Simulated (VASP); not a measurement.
# Al2O3: single point with PBEsol

The system is Al2O3.

```
Al O
1.0
     2.88432    0.00000    0.00000
    -1.44216    2.49790    0.00000
     0.00000    0.00000    9.33675
Al O
2 3
Cartesian
  0.0000 0.0000 7.9363
  0.0000 0.0000 1.4004
  0.0000 1.6653 7.2610
  1.4422 0.8326 0.0000
  0.0000 1.6653 2.0757
```

```json
{
 "Program": "VASP 6.6.1",
 "Task": "single point",
 "Functional": "PBEsol",
 "Potentials or basis": "VASP PAW PBE potentials, release 64 (Al, O)",
 "Cutoff": "520 eV",
 "k mesh": "11 × 11 × 3",
 "Occupations": "fermi-dirac, width 0.05 eV",
 "Spin": "no spin polarisation"
}
```

```yaml
Pressure: -2.8 GPa
Largest_force: 0.143 eV/Å
Band_gap_on_the_k_mesh: 4.74 eV (least direct gap 4.98 eV)
```

Forces on the atoms (eV/Å):
```
Al   0.000  0.000  0.087
Al   0.000  0.000 -0.087
O    0.000  0.000  0.143
O    0.000  0.000  0.000
O    0.000  0.000 -0.143
```

Stress tensor (GPa, compression positive):
```
-3.04  0.00  0.00
 0.00 -3.04  0.00
 0.00  0.00 -2.18
```

Levels at points of the mesh, in eV from the valence-band top:
```csv
k point,band 9,band 10,band 11,band 12,band 13,band 14,band 15,band 16
"(0.00, 0.00, 0.00)",-1.26,-0.53,-0.53,-0.24,4.74,7.42,7.74,9.19
```

Wall time 56 s on 1 thread of Intel Xeon 8259CL (shared host), peak memory 0.2 GiB.

Caveat: the PAW data sets were made with another functional, which shifts forces and pressure a little; an odd mesh through Γ misses points on the zone boundary, where band edges can lie.
